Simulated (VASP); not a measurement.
Input of a VASP 6.6.1 run:

Contents of INCAR:

```
SYSTEM = Mo
PREC = Accurate
ENCUT = 500
EDIFF = 1E-6
ISMEAR = -1
SIGMA = 0.13605693000000002
LREAL = .FALSE.
LASPH = .TRUE.
NELM = 120
ALGO = Normal
ISIF = 2
LWAVE = .FALSE.
LCHARG = .FALSE.
GGA = PS
NBANDS = 21
GGA_COMPAT = .FALSE.
```

The input KPOINTS:

```
regular mesh
0
G
  8 8 8
  0 0 0
```

The input POSCAR:

```
Mo
1.0
    0.0000000000      2.8078859324      2.8078859324
    2.8078859324      0.0000000000      2.8078859324
    2.8078859324      2.8078859324      0.0000000000
Mo
2
Direct
    0.0000000000      0.0000000000      0.0000000000
    0.2500000000      0.2500000000      0.2500000000
```

Potentials or basis: VASP PAW PBE potentials, release 64 (Mo_sv).

Run with:

```console
$ cat potpaw_PBE.64/Mo_sv/POTCAR > POTCAR
$ mpirun -np 1 vasp_std > vasp.out
```

Question: Predict the pressure.

Answer: 0.5 GPa.

Question: What does it give for the band gap on the k mesh?

Answer: Zero (band 14 reaches 7.42 eV, above the bottom of band 15 at 7.03 eV).

Caveat: the PAW data sets were made with another functional, which shifts forces and pressure a little.
